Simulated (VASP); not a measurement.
Here is a VASP 6.6.1 calculation.

INCAR

```
SYSTEM = ZnTe2O3
ALGO = Normal
EDIFF = 1E-6
ENCUT = 520
GGA = PE
ISIF = 2
ISMEAR = 0
LASPH = .True.
LCHARG = .True.
LELF = .True.
LREAL = .False.
LVHAR = .True.
LWAVE = .False.
NBANDS = 30
NELM = 100
PREC = Accurate
SIGMA = 0.1
```

The input KPOINTS:

```
k-points
0
Gamma
  12 12 12
  0 0 0
```

The input POSCAR:

```
ZnTe2O3
1.0
    2.9109959777      1.6806643113      3.0488637507
   -2.9109959777      1.6806643113      3.0488637507
    0.0000000000     -3.3613286227      3.0488637507
Zn Te O
1 2 3
Direct
    0.0000000000      0.0000000000      0.0000000000
    0.6718473044      0.6718473044      0.6718473044
    0.3281526956      0.3281526956      0.3281526956
    0.0000000000      0.5000000000      0.0000000000
    0.5000000000      0.0000000000      0.0000000000
    0.0000000000      0.0000000000      0.5000000000
```

Potentials or basis: VASP PAW PBE potentials, release 64 (Zn, Te, O).

The run is started by

```bash
$ cat potpaw_PBE.64/Zn/POTCAR potpaw_PBE.64/Te/POTCAR potpaw_PBE.64/O/POTCAR > POTCAR
$ mpirun -np 1 vasp_std > vasp.out
```

Question: What does it give for the largest force?

Answer: 0.025 eV/Å.

Question: Predict the pressure.

Answer: -0.2 GPa.

Question: What does it give for the band gap on the k mesh?

Answer: Zero (bands 21 and 22 overlap by 2.29 eV).

Forces in eV/Å, atoms in the order of the input:
```
Zn   0.000  0.000  0.000
Te   0.000  0.000  0.025
Te   0.000  0.000 -0.025
O    0.000  0.000  0.000
O    0.000  0.000  0.000
O    0.000  0.000  0.000
```

Caveat: spin-orbit coupling is left out, which moves the levels of the heavy elements.
